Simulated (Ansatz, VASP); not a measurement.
## SnO in VASP and in Ansatz

```
CELL_PARAMETERS angstrom
3.89697 -0.00001 0.00000
0.00001 3.89697 0.00000
0.00000 0.00000 30.63492
ATOMIC_POSITIONS crystal
Sn 0.75000 0.25000 0.46225
Sn 0.25000 0.75000 0.53775
O 0.25000 0.25000 0.50000
O 0.75000 0.75000 0.50000
```

Change from the starting cell: biaxial strain +0.020, atoms relaxed.

Alike in both runs: functional PBE; dispersion D3(BJ); k mesh 6 × 6 × 1; occupations gaussian, width 0.02 eV; no spin polarisation.

Ansatz relaxed the structure, and its values are those at the end. VASP's run is a single point on that final structure, the one shown.

|  | VASP | Ansatz |
| --- | --- | --- |
| version | VASP 6.6.1 | Ansatz 0.2.0 |
| potentials or method | VASP PAW PBE potentials, release 64 (Sn_d, O), cutoff 520 eV | scalar-relativistic, plane waves, PAW |
| valence electrons in the cell | 40 | 40 |

```csv
,VASP,Ansatz,Ansatz less VASP
gap on the k mesh at the Fermi level (eV),2.81,2.86,+0.058
least direct gap on the mesh (eV),2.83,2.88,+0.056
rms of the force components (eV/Å),0.035,0.003,-0.0325
```

Ansatz's warnings: stress scf threshold loose, structure snapped to symmetry, xc potential rough in thin density.
